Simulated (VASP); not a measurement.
# Si6Ge in VASP: single point with PBEsol

Aim: the single point of Si6Ge with PBEsol.

All numbers are computed with VASP 6.6.1; they aren't measurements. Logs are shortened: lines on timing, memory, paths and dates and some standing lists are left out, and cuts for length are marked.

## Step 1: The cell of the first run

The cell holds a slab with vacuum, 7 atoms: a = 3.842 Å, b = 3.842 Å, c = 25.791 Å, α = 90.00°, β = 90.00°, γ = 90.00°.

## Step 2: Single point, PBEsol, collinear spin

Input file INCAR:

```
  PREC = Accurate
  ENCUT = 520
  EDIFF = 1E-6
  ISMEAR = 0
  SIGMA = 0.05
  LREAL = False
  LASPH = True
  NELM = 150
  ALGO = Normal
  ISIF = 2
  LWAVE = False
  LCHARG = False
  ISPIN = 2
  MAGMOM = 0 0 0 0 0 0 2
  LORBIT = 11
  LDIPOL = True
  IDIPOL = 3
  DIPOL = 0.5 0.5 0.493
  GGA = PS
  NBANDS = 32
```

Input file KPOINTS:

```
Automatic mesh
0
Gamma
  8 8 1
```

Input file POSCAR:

```
Si6Ge
1.0
    3.8417168269      0.0000000000      0.0000000000
    0.0000000000      3.8417168269      0.0000000000
    0.0000000000      0.0000000000     25.7912600493
Si Ge
6 1
Direct
    0.0000000000      0.5000000000      0.3295690084
    0.0000000000      0.0000000000      0.3822322752
    0.5000000000      0.0000000000      0.4348955421
    0.5000000000      0.5000000000      0.4870172029
    0.0000000000      0.5000000000      0.5404972898
    0.0000000000      0.0000000000      0.5919849023
    0.0000000000      0.0000000000      0.6830287821
```

Potentials or basis: VASP PAW PBE potentials, release 64 (Si, Ge_d).

Launch:

```
$ cat potpaw_PBE.64/Si/POTCAR potpaw_PBE.64/Ge_d/POTCAR > POTCAR
$ mpirun -np 1 vasp_std > vasp.out
```

OUTCAR:

```text
PREC = Accurate
   ENCUT = 520
   EDIFF = 1E-6
   ISMEAR = 0
   LREAL = False
   LASPH = True
   NELM = 150
   ISIF = 2
   ISPIN = 2
   LORBIT = 11
   GGA = PS

 ion  position               nearest neighbor table
   1  0.000  0.500  0.330-   2 2.35   2 2.35
   2  0.000  0.000  0.382-   1 2.35   1 2.35   3 2.35   3 2.35
   3  0.500  0.000  0.435-   4 2.34   4 2.34   2 2.35   2 2.35
   4  0.500  0.500  0.487-   3 2.34   3 2.34   5 2.36   5 2.36
   5  0.000  0.500  0.540-   6 2.34   6 2.34   4 2.36   4 2.36
   6  0.000  0.000  0.592-   5 2.34   5 2.34   7 2.35
   7  0.000  0.000  0.683-   6 2.35

  LATTYP: Found a simple tetragonal cell.
 ALAT       =     3.8417168269
 C/A-ratio  =     6.7134724425

  Lattice vectors:

 A1 = (   3.8417168269,   0.0000000000,   0.0000000000)
 A2 = (   0.0000000000,   3.8417168269,   0.0000000000)
 A3 = (   0.0000000000,   0.0000000000,  25.7912600493)

Analysis of symmetry for initial positions (statically):
=====================================================================
 Subroutine PRICEL returns:
 Original cell was already a primitive cell.

 Routine SETGRP: Setting up the symmetry group for a
 simple tetragonal supercell.

 Subroutine GETGRP returns: Found  4 space group operations
 (whereof  4 operations were pure point group operations)
 out of a pool of 16 trial point group operations.

The static configuration has the point symmetry C_2v.

Analysis of symmetry for dynamics (positions and initial velocities):
=====================================================================
 Subroutine PRICEL returns:
 Original cell was already a primitive cell.

 Routine SETGRP: Setting up the symmetry group for a
 simple tetragonal supercell.

 Subroutine GETGRP returns: Found  4 space group operations
 (whereof  4 operations were pure point group operations)
 out of a pool of 16 trial point group operations.

The dynamic configuration has the point symmetry C_2v.

Analysis of structural, dynamic, and magnetic symmetry:
=====================================================================
 Subroutine PRICEL returns:
 Original cell was already a primitive cell.

 Routine SETGRP: Setting up the symmetry group for a
 simple tetragonal supercell.

 Subroutine GETGRP returns: Found  4 space group operations
 (whereof  4 operations were pure point group operations)
 out of a pool of 16 trial point group operations.

The overall configuration has the point symmetry C_2v.

 Subroutine INISYM returns: Found  4 space group operations
 (whereof  4 operations are pure point group operations),
 and found     1 'primitive' translations

----------------------------------------------------------------------------------------

                                     Primitive cell

  volume of cell :     380.6477

  direct lattice vectors                    reciprocal lattice vectors
     3.841716827  0.000000000  0.000000000     0.260300289  0.000000000  0.000000000
     0.000000000  3.841716827  0.000000000     0.000000000  0.260300289  0.000000000
     0.000000000  0.000000000 25.791260049     0.000000000  0.000000000  0.038772825

  length of vectors
     3.841716827  3.841716827 25.791260049     0.260300289  0.260300289  0.038772825

  position of ions in fractional coordinates (direct lattice)
     0.000000000  0.500000000  0.329569008
     0.000000000  0.000000000  0.382232275
     0.500000000  0.000000000  0.434895542
     0.500000000  0.500000000  0.487017203
     0.000000000  0.500000000  0.540497290
     0.000000000  0.000000000  0.591984902
     0.000000000  0.000000000  0.683028782

  ion indices of the primitive-cell ions
   primitive index   ion index
                 1           1
                 2           2
                 3           3
                 4           4
                 5           5
                 6           6
                 7           7

----------------------------------------------------------------------------------------

 KPOINTS: Automatic mesh

Automatic generation of k-mesh.
 Grid dimensions read from file:
 generate k-points for:    8    8    1

 Generating k-lattice:

  Cartesian coordinates                     Fractional coordinates (reciprocal lattice)
     0.032537536  0.000000000  0.000000000     0.125000000  0.000000000  0.000000000
     0.000000000  0.032537536  0.000000000     0.000000000  0.125000000  0.000000000
     0.000000000  0.000000000  0.038772825     0.000000000  0.000000000  1.000000000

  Length of vectors
     0.032537536  0.032537536  0.038772825

  Shift w.r.t. Gamma in fractional coordinates (k-lattice)
     0.000000000  0.000000000  0.000000000

 Subroutine IBZKPT returns following result:
 ===========================================

 Found     25 irreducible k-points:

 Following reciprocal coordinates:
            Coordinates               Weight
  0.000000  0.000000  0.000000      1.000000
  0.125000  0.000000  0.000000      2.000000
  0.000000  0.125000  0.000000      2.000000
  0.250000  0.000000  0.000000      2.000000
  0.000000  0.250000  0.000000      2.000000
  0.375000  0.000000  0.000000      2.000000
[... 16 lines left out ...]
  0.500000  0.375000  0.000000      2.000000
 -0.375000  0.500000  0.000000      2.000000
   k-points           NKPTS =     25   k-points in BZ     NKDIM =     25   number of bands    NBANDS=     32
   number of dos      NEDOS =    301   number of ions     NIONS =      7
   total plane-waves  NPLWV = 172800
   dimension x,y,z NGX =    30 NGY =   30 NGZ =  192
   dimension x,y,z NGXF=    60 NGYF=   60 NGZF=  384
   ions per type =               6   1
   NGX,Y,Z   is equivalent  to a cutoff of  12.98, 12.98, 12.38 a.u.
   NGXF,Y,Z  is equivalent  to a cutoff of  25.96, 25.96, 24.75 a.u.
 SYSTEM =  unknown system
   PREC   = accura    normal or accurate (medium, high low for compatibility)
   ISTART =      0    job   : 0-new  1-cont  2-samecut
   ICHARG =      2    charge: 1-file 2-atom 10-const
   ISPIN  =      2    spin polarized calculation?
   LNONCOLLINEAR =      F non collinear calculations
   LSORBIT =      F    spin-orbit coupling
   LASPH  =      T    aspherical Exc in radial PAW
   ENCUT  =  520.0 eV  38.22 Ry    6.18 a.u.   7.14  7.14 47.95*2*pi/ulx,y,z
   NELM   =    150;   NELMIN=  2; NELMDL= -5     # of ELM steps
   EDIFF  = 0.1E-05   stopping-criterion for ELM
   LREAL  =      F    real-space projection
[... 7 lines left out ...]
   TEBEG  =    0.0;   TEEND  =   0.0 temperature during run
   PSTRESS=    0.0 pullay stress
   NELECT =      38.0000    total number of electrons
   NUPDOWN=      -1.0000    fix difference up-down
   EMIN   =  10.00;   EMAX   =-10.00  energy-range for DOS
   EFERMI =   0.00;   METHOD = LEGACY
   ISMEAR =     0;   SIGMA  =   0.05  broadening in eV -4-tet -1-fermi 0-gaus
   EFERMI_NEDOS =   21; number of points for ismear=-14 and -15
   IALGO  =     38    algorithm
   IMIX   =      4    mixing-type and parameters
     AMIX     =   0.40;   BMIX     =  1.00
     AMIX_MAG =   1.60;   BMIX_MAG =  1.00
  volume/ion in A,a.u.               =      54.38       366.96
  Fermi-wavevector in a.u.,A,eV,Ry     =   0.759443  1.435138  7.847201  0.576753
  Thomas-Fermi vector in A             =   1.858238
   LORBIT       =     11    0 simple, 1 ext, 2 COOP (PROOUT), +10 PAW based schemes
   GGA     = PS    functional components
   LHFCALC =     F    Hartree Fock is set to
   AEXX    =    0.0000 exact exchange contribution
   IVDW    =     0    specifies the selected vdW correction
   LEPSILON=     F    determine dielectric tensor
   LRPA    =     F    only Hartree local field effects (RPA)
 spin polarized calculation
 Gauss-broadening in eV      SIGMA  =   0.05
  energy-cutoff  :      520.00
  volume of cell :      380.65
 maximum number of plane-waves:     10280
 NGX is ok and might be reduce to    30
   NGX = 15   NGY = 15   NGZ = 95

 dipolmoment           0.000000      0.000000      0.553778 electrons x Angstroem

 number of electron      38.0000001 magnetization      -0.1155228

 number of electron      38.0000001 magnetization       0.0000794

 dipolmoment           0.000000      0.000000     -0.042145 electrons x Angstroem

 Free energy of the ion-electron system (eV)
  ---------------------------------------------------
  ext. energy  EPLUGINS =         0.00000000
  ---------------------------------------------------
  free energy    TOTEN  =       -34.83904062 eV

  energy without entropy =      -34.83308806  energy(sigma->0) =      -34.83606434

 E-fermi :  -1.1983     XC(G=0):  -4.4840

 val. band max:       -1.2076245203   @ k =   0.2500   0.0000   0.0000
 cond. band min:      -1.1854970054   @ k =   0.2500   0.1250   0.0000
 fundamental gap:      0.0221275150
 Fermi energy:        -1.1983495846

 spin component 1

 k-point     1 :       0.0000    0.0000    0.0000
  band No.  band energies     occupation
      1     -25.6045      1.00000
      2     -25.5965      1.00000
      3     -25.5057      1.00000
      4     -25.4851      1.00000
      5     -25.4844      1.00000
      6     -12.6413      1.00000
[... 23 lines left out ...]
     30       3.7941      0.00000
     31       4.1049      0.00000

 k-point     2 :       0.1250    0.0000    0.0000
  band No.  band energies     occupation
      1     -25.6036      1.00000
      2     -25.5967      1.00000
      3     -25.5060      1.00000
      4     -25.4849      1.00000
      5     -25.4843      1.00000
      6     -12.5113      1.00000
[... 740 lines left out ...]
 k-point    24 :      -0.3750    0.5000    0.0000
  band No.  band energies     occupation
      1     -25.5997      1.00000
      2     -25.5951      1.00000
      3     -25.5072      1.00000
      4     -25.4861      1.00000
      5     -25.4817      1.00000
      6      -9.6687      1.00000
[... 23 lines left out ...]
     30       4.4311      0.00000
     31       5.0407      0.00000

 [... further k-points ...]

 spin component 2

 k-point     1 :       0.0000    0.0000    0.0000
  band No.  band energies     occupation
      1     -25.6045      1.00000
      2     -25.5965      1.00000
      3     -25.5057      1.00000
      4     -25.4851      1.00000
      5     -25.4844      1.00000
      6     -12.6413      1.00000
[... 23 lines left out ...]
     30       3.7891      0.00000
     31       4.1054      0.00000

 k-point     2 :       0.1250    0.0000    0.0000
  band No.  band energies     occupation
      1     -25.6036      1.00000
      2     -25.5967      1.00000
      3     -25.5060      1.00000
      4     -25.4849      1.00000
      5     -25.4843      1.00000
      6     -12.5113      1.00000
[... 740 lines left out ...]
 k-point    24 :      -0.3750    0.5000    0.0000
  band No.  band energies     occupation
      1     -25.5997      1.00000
      2     -25.5951      1.00000
      3     -25.5072      1.00000
      4     -25.4861      1.00000
      5     -25.4817      1.00000
      6      -9.6687      1.00000
[... 23 lines left out ...]
     30       4.4311      0.00000
     31       5.0407      0.00000

 [... further k-points ...]

 [bands above 31 left out]

------------------------ aborting loop because EDIFF is reached ----------------------------------------

 vacuum level on the upper side and lower side of the slab       (xc-potential included)        -0.254         0.249

  FORCE on cell =-STRESS in cart. coord.  units (eV):
  Direction    XX          YY          ZZ          XY          YZ          ZX
  --------------------------------------------------------------------------------------
  -------------------------------------------------------------------------------------
  Total       -4.9645138     -2.5687833     -0.2206606      0.0000000      0.0000000      0.0000000
  in kB      -20.8960428    -10.8122180     -0.9287786      0.0000000      0.0000000      0.0000000
  external PRESSURE =     -10.8790131 kB  Pullay stress =       0.0000000 kB

 VOLUME and BASIS-vectors are now :
 -----------------------------------------------------------------------------
  energy-cutoff  :      520.00
  volume of cell :      380.65
      direct lattice vectors                 reciprocal lattice vectors
     3.841716827  0.000000000  0.000000000     0.260300289  0.000000000  0.000000000
     0.000000000  3.841716827  0.000000000     0.000000000  0.260300289  0.000000000
     0.000000000  0.000000000 25.791260049     0.000000000  0.000000000  0.038772825

 POSITION                                       TOTAL-FORCE (eV/Angst)
 -----------------------------------------------------------------------------------
      0.00000      1.92086      8.50000         0.000000      0.000000      0.142559
      0.00000      0.00000      9.85825         0.000000      0.000000     -0.093203
      1.92086      0.00000     11.21650         0.000000      0.000000     -0.060706
      1.92086      1.92086     12.56079         0.000000      0.000000     -0.001914
      0.00000      1.92086     13.94011         0.000000      0.000000      0.003564
      0.00000      0.00000     15.26804         0.000000      0.000000      0.002950
      0.00000      0.00000     17.61617         0.000000      0.000000      0.006750
 -----------------------------------------------------------------------------------
    total drift:                               -0.000000     -0.000000      0.001456

  FREE ENERGIE OF THE ION-ELECTRON SYSTEM (eV)
  ---------------------------------------------------
  free  energy   TOTEN  =       -34.8390406211 eV

  energy  without entropy=      -34.8330880608  energy(sigma->0) =      -34.83606434

 vacuum level on the upper side and lower side of the slab         3.762         4.276

 total charge

# of ion       s       p       d       tot
------------------------------------------
    1        0.858   0.722   0.000   1.579
    2        0.761   0.922   0.000   1.683
    3        0.762   0.914   0.000   1.676
    4        0.763   0.916   0.000   1.679
    5        0.758   0.925   0.000   1.684
    6        0.798   0.849   0.000   1.647
    7        1.285   0.838   9.983  12.106
--------------------------------------------------
tot          5.984   6.087   9.983  22.054

 magnetization (x)

# of ion       s       p       d       tot
------------------------------------------
    1        0.000   0.000   0.000   0.000
    2        0.000   0.000   0.000   0.000
    3        0.000   0.000   0.000   0.000
    4        0.000   0.000   0.000   0.000
    5        0.000   0.000   0.000   0.000
    6        0.000   0.000   0.000   0.000
    7        0.000   0.000   0.000   0.000
--------------------------------------------------
tot          0.000   0.000   0.000   0.000
```

Wall time 42 min (1 thread of Oxide Virtual Turin-like, shared host); peak memory 0.83 GiB.

What came out:

```
Free energy                                           : -34.8390 eV
Largest force                                         : 0.143 eV/Å
Band gap on the k mesh                                : zero (filled and empty bands overlap)
Net moment                                            : 0.00 μB per cell
Valence electrons inside the program's atomic spheres : Si 1.58, 1.68, 1.65 (each value once); Ge 12.11
```

Forces in eV/Å, atoms in the order of the input:
```
Si   0.000  0.000  0.143
Si   0.000  0.000 -0.093
Si   0.000  0.000 -0.061
Si   0.000  0.000 -0.002
Si   0.000  0.000  0.004
Si   0.000  0.000  0.003
Ge   0.000  0.000  0.007
```

Levels at points of the mesh, in eV from the Fermi level:
Spin up:
```csv
k point,band 16,band 17,band 18,band 19,band 20,band 21,band 22,band 23
"(0.00, 0.00, 0.00)",-1.17,-0.37,0.10,1.05,1.15,1.16,2.13,2.26
"(0.50, 0.00, 0.00)",-1.21,-1.16,-0.71,-0.42,0.15,0.76,2.40,2.61
"(0.00, 0.50, 0.00)",-1.12,-1.10,-1.02,-0.36,1.54,2.21,2.44,2.58
"(0.50, 0.50, 0.00)",-2.95,-1.57,-1.40,-0.67,-0.53,-0.14,0.45,1.95
```
Spin down:
```csv
k point,band 15,band 16,band 17,band 18,band 19,band 20,band 21,band 22,band 23,band 24
"(0.00, 0.00, 0.00)",-1.47,-1.17,-0.37,0.10,1.05,1.15,1.16,2.13,2.26,2.26
"(0.50, 0.00, 0.00)",-1.34,-1.21,-1.16,-0.71,-0.42,0.16,0.76,2.40,2.61,2.72
"(0.00, 0.50, 0.00)",-1.40,-1.12,-1.10,-1.02,-0.36,1.54,2.21,2.44,2.58,3.14
"(0.50, 0.50, 0.00)",-3.27,-2.95,-1.57,-1.40,-0.67,-0.53,-0.14,0.45,1.95,2.31
```

Caveat: the PAW data sets were made with another functional, which shifts forces and pressure a little.

The gap in the log of VASP goes by the Fermi energy; the results here count the filled bands.